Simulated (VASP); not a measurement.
# Gd (Im-3m) in VASP: single point with PBEsol

Aim: the single point of Gd with PBEsol.

All numbers are computed with VASP 6.6.1; they aren't measurements. Logs are shortened: lines on timing, memory, paths and dates and some standing lists are left out, and cuts for length are marked.

## (1) The cell of the first run

The structure is cubic, space group Im-3m (No. 229). Conventional cell: a = 3.957 Å, b = 3.957 Å, c = 3.957 Å, α = 90.00°, β = 90.00°, γ = 90.00°. Within 4.5 Å of Gd (site symmetry m-3m) lie 14 Gd at 3.43 to 3.96 Å.

This isn't the form of Gd at room conditions, which is hcp.

## (2) Single point, PBEsol, collinear spin, ferromagnetic start (30.97 Å³/atom)

Contents of POSCAR:

```
Gd
1.0
   -1.9783223571      1.9783223571      1.9783223571
    1.9783223571     -1.9783223571      1.9783223571
    1.9783223571      1.9783223571     -1.9783223571
Gd
1
Direct
    0.0000000000      0.0000000000      0.0000000000
```

Contents of INCAR.step1:

```
SYSTEM = Gd
PREC = Accurate ; ENCUT = 520
EDIFF = 1E-6 ; ISMEAR = -1
SIGMA = 0.08 ; LREAL = .False.
LASPH = .True. ; NELM = 200
ALGO = Normal ; ISIF = 2
LWAVE = .False. ; LCHARG = .True.
ISPIN = 2 ; MAGMOM = 7
LMAXMIX = 6 ; GGA = PS
NBANDS = 19 ; GGA_COMPAT = .False.
NEDOS = 2001 ; LORBIT = 11
```

Contents of KPOINTS.step1:

```
Automatic mesh
0
Gamma
  14 14 14
  0 0 0
```

Contents of INCAR.step2:

```
SYSTEM = Gd
PREC = Accurate ; ENCUT = 520
EDIFF = 1E-6 ; ISMEAR = -5
SIGMA = 0.08 ; LREAL = .False.
LASPH = .True. ; NELM = 200
ALGO = Normal ; ISIF = 2
LWAVE = .False. ; LCHARG = .False.
ISPIN = 2 ; MAGMOM = 7
LORBIT = 10 ; LMAXMIX = 6
GGA = PS ; NBANDS = 19
NEDOS = 1001 ; ICHARG = 11
GGA_COMPAT = .False.
```

Contents of KPOINTS.step2:

```
Automatic mesh
0
Gamma
  21 21 21
  0 0 0
```

Potentials or basis: VASP PAW PBE potentials, release 64 (Gd).

Command:

```sh
cat potpaw_PBE.64/Gd/POTCAR > POTCAR
cp INCAR.step1 INCAR
cp KPOINTS.step1 KPOINTS
mpirun -np 1 vasp_std > vasp.out
cp INCAR.step2 INCAR
cp KPOINTS.step2 KPOINTS
mpirun -np 1 vasp_std > vasp.out
```

OUTCAR:

```text
SYSTEM = Gd
   PREC = Accurate
   ENCUT = 520
   EDIFF = 1E-6
   ISMEAR = -5
   LREAL = .False.
   LASPH = .True.
   NELM = 200
   ISIF = 2
   ISPIN = 2
   LORBIT = 10
   GGA = PS
   ICHARG = 11

 ion  position               nearest neighbor table
   1  0.000  0.000  0.000-

  LATTYP: Found a body centered cubic cell.
 ALAT       =     3.9566447142

  Lattice vectors:

 A1 = (  -1.9783223571,   1.9783223571,   1.9783223571)
 A2 = (   1.9783223571,  -1.9783223571,   1.9783223571)
 A3 = (   1.9783223571,   1.9783223571,  -1.9783223571)

Analysis of symmetry for initial positions (statically):
=====================================================================
 Subroutine PRICEL returns:
 Original cell was already a primitive cell.

 Routine SETGRP: Setting up the symmetry group for a
 body centered cubic supercell.

 Subroutine GETGRP returns: Found 48 space group operations
 (whereof 48 operations were pure point group operations)
 out of a pool of 48 trial point group operations.

The static configuration has the point symmetry O_h .

Analysis of symmetry for dynamics (positions and initial velocities):
=====================================================================
 Subroutine PRICEL returns:
 Original cell was already a primitive cell.

 Routine SETGRP: Setting up the symmetry group for a
 body centered cubic supercell.

 Subroutine GETGRP returns: Found 48 space group operations
 (whereof 48 operations were pure point group operations)
 out of a pool of 48 trial point group operations.

The dynamic configuration has the point symmetry O_h .

Analysis of structural, dynamic, and magnetic symmetry:
=====================================================================
 Subroutine PRICEL returns:
 Original cell was already a primitive cell.

 Routine SETGRP: Setting up the symmetry group for a
 body centered cubic supercell.

 Subroutine GETGRP returns: Found 48 space group operations
 (whereof 48 operations were pure point group operations)
 out of a pool of 48 trial point group operations.

The overall configuration has the point symmetry O_h .

 Subroutine INISYM returns: Found 48 space group operations
 (whereof 48 operations are pure point group operations),
 and found     1 'primitive' translations

----------------------------------------------------------------------------------------

                                     Primitive cell

  volume of cell :      30.9707

  direct lattice vectors                    reciprocal lattice vectors
    -1.978322357  1.978322357  1.978322357     0.000000000  0.252739397  0.252739397
     1.978322357 -1.978322357  1.978322357     0.252739397  0.000000000  0.252739397
     1.978322357  1.978322357 -1.978322357     0.252739397  0.252739397  0.000000000

  length of vectors
     3.426554836  3.426554836  3.426554836     0.357427483  0.357427483  0.357427483

  position of ions in fractional coordinates (direct lattice)
     0.000000000  0.000000000  0.000000000

  ion indices of the primitive-cell ions
   primitive index   ion index
                 1           1

----------------------------------------------------------------------------------------

 KPOINTS: Automatic mesh

Automatic generation of k-mesh.
 Grid dimensions read from file:
 generate k-points for:   21   21   21

 Generating k-lattice:

  Cartesian coordinates                     Fractional coordinates (reciprocal lattice)
     0.000000000  0.012035209  0.012035209     0.047619048  0.000000000  0.000000000
     0.012035209  0.000000000  0.012035209     0.000000000  0.047619048  0.000000000
     0.012035209  0.012035209  0.000000000     0.000000000  0.000000000  0.047619048

  Length of vectors
     0.017020356  0.017020356  0.017020356

  Shift w.r.t. Gamma in fractional coordinates (k-lattice)
     0.000000000  0.000000000  0.000000000

 TETIRR: Found  10986 inequivalent tetrahedra from    55566

 Subroutine IBZKPT returns following result:
 ===========================================

 Found    286 irreducible k-points:

 Following reciprocal coordinates:
            Coordinates               Weight
  0.000000  0.000000  0.000000      1.000000
  0.047619  0.000000  0.000000     12.000000
  0.095238  0.000000  0.000000     12.000000
  0.142857  0.000000  0.000000     12.000000
  0.190476  0.000000  0.000000     12.000000
  0.238095  0.000000  0.000000     12.000000
[... 16 lines left out ...]
  0.142857  0.095238  0.000000     48.000000
  0.190476  0.095238  0.000000     48.000000
 [... further k-points ...]
   k-points           NKPTS =    286   k-points in BZ     NKDIM =    286   number of bands    NBANDS=     19
   number of dos      NEDOS =   1001   number of ions     NIONS =      1
   total plane-waves  NPLWV =  21952
   dimension x,y,z NGX =    28 NGY =   28 NGZ =   28
   dimension x,y,z NGXF=    56 NGYF=   56 NGZF=   56
   ions per type =               1
   NGX,Y,Z   is equivalent  to a cutoff of  13.58, 13.58, 13.58 a.u.
   NGXF,Y,Z  is equivalent  to a cutoff of  27.17, 27.17, 27.17 a.u.
 SYSTEM =  Gd
   PREC   = accura    normal or accurate (medium, high low for compatibility)
   ISTART =      0    job   : 0-new  1-cont  2-samecut
   ICHARG =     11    charge: 1-file 2-atom 10-const
   ISPIN  =      2    spin polarized calculation?
   LNONCOLLINEAR =      F non collinear calculations
   LSORBIT =      F    spin-orbit coupling
   LASPH  =      T    aspherical Exc in radial PAW
   ENCUT  =  520.0 eV  38.22 Ry    6.18 a.u.   6.37  6.37  6.37*2*pi/ulx,y,z
   NELM   =    200;   NELMIN=  2; NELMDL=  0     # of ELM steps
   EDIFF  = 0.1E-05   stopping-criterion for ELM
   LREAL  =      F    real-space projection
[... 7 lines left out ...]
   TEBEG  =    0.0;   TEEND  =   0.0 temperature during run
   PSTRESS=    0.0 pullay stress
   NELECT =      18.0000    total number of electrons
   NUPDOWN=      -1.0000    fix difference up-down
   EMIN   =  10.00;   EMAX   =-10.00  energy-range for DOS
   EFERMI =   0.00;   METHOD = LEGACY
   ISMEAR =    -5;   SIGMA  =   0.08  broadening in eV -4-tet -1-fermi 0-gaus
   EFERMI_NEDOS =   21; number of points for ismear=-14 and -15
   IALGO  =     38    algorithm
   IMIX   =      4    mixing-type and parameters
     AMIX     =   0.40;   BMIX     =  1.00
     AMIX_MAG =   1.60;   BMIX_MAG =  1.00
  volume/ion in A,a.u.               =      30.97       209.00
  Fermi-wavevector in a.u.,A,eV,Ry     =   1.366203  2.581750 25.395424  1.866511
  Thomas-Fermi vector in A             =   2.492364
   LORBIT       =     10    0 simple, 1 ext, 2 COOP (PROOUT), +10 PAW based schemes
   GGA     = PS    functional components
   LHFCALC =     F    Hartree Fock is set to
   AEXX    =    0.0000 exact exchange contribution
   IVDW    =     0    specifies the selected vdW correction
   LEPSILON=     F    determine dielectric tensor
   LRPA    =     F    only Hartree local field effects (RPA)
 spin polarized calculation
 Fermi weights with tetrahedron method with Bloechl corrections
  energy-cutoff  :      520.00
  volume of cell :       30.97
 maximum number of plane-waves:       887
 NGX is ok and might be reduce to    28

 number of electron      17.9999995 magnetization       7.6035774

 Free energy of the ion-electron system (eV)
  ---------------------------------------------------
  ext. energy  EPLUGINS =         0.00000000
  ---------------------------------------------------
  free energy    TOTEN  =       -11.95020238 eV

  energy without entropy =      -11.95020238  energy(sigma->0) =      -11.95020238

 E-fermi :   3.1689     XC(G=0): -10.4087

 val. band max:        3.1802691009   @ k =  -0.4286  -0.4286   0.0952
 cond. band min:       3.1264100593   @ k =  -0.3810  -0.4286   0.0952
 fundamental gap:     -0.0538590416
 Fermi energy:         3.1689289170

 spin component 1

 k-point     1 :       0.0000    0.0000    0.0000
  band No.  band energies     occupation
      1     -41.9823      1.00000
      2     -18.9433      1.00000
      3     -18.9433      1.00000
      4     -18.9433      1.00000
      5      -2.0250      1.00000
      6      -1.5696      1.00000
[... 11 lines left out ...]
     18      13.8943      0.00000
     19      13.8943      0.00000

 k-point     2 :       0.0476    0.0000    0.0000
  band No.  band energies     occupation
      1     -41.9803      1.00000
      2     -18.9643      1.00000
      3     -18.9497      1.00000
      4     -18.9434      1.00000
      5      -1.9540      1.00000
      6      -1.5686      1.00000
[... 11 lines left out ...]
     18      13.9762      0.00000
     19      14.0933      0.00000

 k-point     3 :       0.0952    0.0000    0.0000
  band No.  band energies     occupation
      1     -41.9745      1.00000
      2     -19.0251      1.00000
      3     -18.9682      1.00000
      4     -18.9438      1.00000
      5      -1.7461      1.00000
      6      -1.5657      1.00000
[... 11 lines left out ...]
     18      14.1542      0.00000
     19      14.3895      0.00000

 k-point     4 :       0.1429    0.0000    0.0000
  band No.  band energies     occupation
      1     -41.9654      1.00000
      2     -19.1189      1.00000
      3     -18.9972      1.00000
      4     -18.9444      1.00000
      5      -1.5616      1.00000
      6      -1.5544      1.00000
[... 407 lines left out ...]
     18      14.5414      0.00000
     19      15.2535      0.00000

 k-point    23 :       0.1429    0.0952    0.0000
  band No.  band energies     occupation
      1     -41.9491      1.00000
      2     -19.2756      1.00000
      3     -19.0312      1.00000
      4     -18.9694      1.00000
      5      -1.5538      1.00000
      6      -1.5364      1.00000
[... 11 lines left out ...]
     18      14.7753      0.00000
     19      15.3986      0.00000

 k-point    24 :       0.1905    0.0952    0.0000
  band No.  band energies     occupation
      1     -41.9365      1.00000
      2     -19.3901      1.00000
      3     -19.0757      1.00000
      4     -18.9725      1.00000
      5      -1.5492      1.00000
      6      -1.5243      1.00000
[... 11 lines left out ...]
     18      14.4453      0.00000
     19      15.4576      0.00000

 [... further k-points ...]

 spin component 2

 k-point     1 :       0.0000    0.0000    0.0000
  band No.  band energies     occupation
      1     -38.7699      1.00000
      2     -16.5086      1.00000
      3     -16.5086      1.00000
      4     -16.5086      1.00000
      5      -1.1215      1.00000
      6       3.5891      0.00000
[... 11 lines left out ...]
     18      14.8656      0.00000
     19      14.8656      0.00000

 k-point     2 :       0.0476    0.0000    0.0000
  band No.  band energies     occupation
      1     -38.7674      1.00000
      2     -16.5343      1.00000
      3     -16.5161      1.00000
      4     -16.5088      1.00000
      5      -1.0464      1.00000
      6       3.5844      0.00000
[... 11 lines left out ...]
     18      14.9382      0.00000
     19      15.0537      0.00000

 k-point     3 :       0.0952    0.0000    0.0000
  band No.  band energies     occupation
      1     -38.7602      1.00000
      2     -16.6086      1.00000
      3     -16.5379      1.00000
      4     -16.5095      1.00000
      5      -0.8274      1.00000
      6       3.5697      0.00000
[... 11 lines left out ...]
     18      15.1361      0.00000
     19      15.3581      0.00000

 k-point     4 :       0.1429    0.0000    0.0000
  band No.  band energies     occupation
      1     -38.7489      1.00000
      2     -16.7227      1.00000
      3     -16.5720      1.00000
      4     -16.5107      1.00000
      5      -0.4829      1.00000
      6       3.5459      0.00000
[... 407 lines left out ...]
     18      15.5101      0.00000
     19      16.4102      0.00000

 k-point    23 :       0.1429    0.0952    0.0000
  band No.  band energies     occupation
      1     -38.7287      1.00000
      2     -16.9113      1.00000
      3     -16.6130      1.00000
      4     -16.5409      1.00000
      5       0.1428      1.00000
      6       3.5032      0.00000
[... 11 lines left out ...]
     18      15.7775      0.00000
     19      16.4656      0.00000

 k-point    24 :       0.1905    0.0952    0.0000
  band No.  band energies     occupation
      1     -38.7130      1.00000
      2     -17.0486      1.00000
      3     -16.6654      1.00000
      4     -16.5452      1.00000
      5       0.6182      1.00000
      6       3.4713      0.00000
[... 11 lines left out ...]
     18      15.5019      0.00000
     19      16.5761      0.00000

 [... further k-points ...]
[... 5 lines left out ...]
  --------------------------------------------------------------------------------------
  -------------------------------------------------------------------------------------
  Total       -0.7204239     -0.7204239     -0.7204239      0.0000000      0.0000000     -0.0000000
  in kB      -37.2689808    -37.2689808    -37.2689808      0.0000000      0.0000000     -0.0000000
  external PRESSURE =     -37.2689808 kB  Pullay stress =       0.0000000 kB

 VOLUME and BASIS-vectors are now :
 -----------------------------------------------------------------------------
  energy-cutoff  :      520.00
  volume of cell :       30.97
      direct lattice vectors                 reciprocal lattice vectors
    -1.978322357  1.978322357  1.978322357     0.000000000  0.252739397  0.252739397
     1.978322357 -1.978322357  1.978322357     0.252739397  0.000000000  0.252739397
     1.978322357  1.978322357 -1.978322357     0.252739397  0.252739397  0.000000000

 POSITION                                       TOTAL-FORCE (eV/Angst)
 -----------------------------------------------------------------------------------
      0.00000      0.00000      0.00000         0.000000      0.000000     -0.000000
 -----------------------------------------------------------------------------------
    total drift:                               -0.000000     -0.000000      0.000000

  FREE ENERGIE OF THE ION-ELECTRON SYSTEM (eV)
  ---------------------------------------------------
  free  energy   TOTEN  =       -11.9502023802 eV

  energy  without entropy=      -11.9502023802  energy(sigma->0) =      -11.95020238

 total charge

# of ion       s       p       d       f       tot
--------------------------------------------------
    1        2.074   5.539   0.629   6.963  15.206

 magnetization (x)

# of ion       s       p       d       f       tot
--------------------------------------------------
    1        0.003  -0.048   0.252   6.827   7.034
```

It took 4.3 min on 1 thread of Intel Xeon 6975P-C (Granite Rapids), shared host; peak memory 0.45 GiB.

What came out:

```yaml
Net_moment: 7.60 μB per cell
Site_moments: Gd +7.03 μB
Valence_electrons_inside_the_program's_atomic_spheres: Gd 15.21
```

Caveat: the PAW data sets were made with another functional, which shifts forces and pressure a little; spin-orbit coupling is left out, which moves the levels of the heavy elements; semilocal functionals describe open f shells poorly, which spoils levels, moments and volumes; tetrahedron occupations give inexact forces and stress in metals.
